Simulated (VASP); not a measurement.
Input of a VASP 6.6.1 run:

INCAR

```
PREC     = Accurate       # precision mode
ENCUT    = 520            # plane-wave cutoff, eV
EDIFF    = 1E-6           # SCF threshold, eV
ISMEAR   = -1             # smearing method
SIGMA    = 0.05           # smearing width, eV
LREAL    = F              # projectors in reciprocal space
LASPH    = T              # aspherical terms in the spheres
NELM     = 100            # most SCF steps
ALGO     = Normal         # electronic algorithm
ISIF     = 2              # what is computed and relaxed
LWAVE    = F              # write WAVECAR
LCHARG   = T              # write CHGCAR
GGA      = PE             # functional
LELF     = T              # ELF
LVHAR    = T            
NBANDS   = 18             # bands
```

Contents of KPOINTS:

```
regular mesh
0
Gamma
  10 10 10
```

POSCAR

```
Si2Mo
1.0
   -1.6000000000      1.6000000000      3.9305000000
    1.6000000000     -1.6000000000      3.9305000000
    1.6000000000      1.6000000000     -3.9305000000
Mo Si
1 2
Direct
    0.0000000000      0.0000000000      0.0000000000
    0.6670000000      0.6670000000      0.0000000000
    0.3330000000      0.3330000000      0.0000000000
```

Potentials or basis: VASP PAW PBE potentials, release 64 (Mo_sv, Si).

Command:

```sh
$ cat potpaw_PBE.64/Mo_sv/POTCAR potpaw_PBE.64/Si/POTCAR > POTCAR
$ mpirun -np 1 vasp_std > vasp.out
```

**Question.** What does it give for the largest force?

**Answer.** 0.294 eV/Å.

**Question.** Estimate the pressure.

**Answer.** 2.4 GPa.

**Question.** Predict the band gap on the k mesh.

**Answer.** Zero (band 11 reaches 12.77 eV, above the bottom of band 12 at 11.74 eV).

Forces on the atoms (eV/Å):
```
Mo   0.000  0.000  0.000
Si   0.000  0.000 -0.294
Si   0.000  0.000  0.294
```
